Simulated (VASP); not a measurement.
The system is PbSe (Clausthalite).

```
Pb Se
1.0
     0.00000    3.05155    3.05155
     3.05155    0.00000    3.05155
     3.05155    3.05155    0.00000
Pb Se
1 1
Direct
  0.00000 0.00000 0.00000
  0.50000 0.50000 0.50000
```

Base run:

```yaml
Program: VASP 6.6.1
Functional: r2SCAN
Potentials_or_basis: VASP PAW PBE potentials, release 64 (Pb_d, Se)
Cutoff: 520 eV
k_mesh: 10 × 10 × 10
Occupations: gaussian, width 0.01 eV
Spin: no spin polarisation
```

Its results: band gap on the k mesh 0.55 eV, direct; pressure 2.1 GPa.

The run is repeated on the same cell with these changes: functional from r2SCAN to PBEsol. What comes out?

Band gap on the k mesh 0.17 eV, direct; pressure 0.0 GPa.

r2SCAN gives the wider gap, since meta-GGAs in the generalised Kohn-Sham scheme recover part of the derivative discontinuity.

Caveats: the PAW data sets were made with another functional, which shifts forces and pressure a little; spin-orbit coupling is left out, which moves the levels of the heavy elements.

A k mesh can miss the band edges.
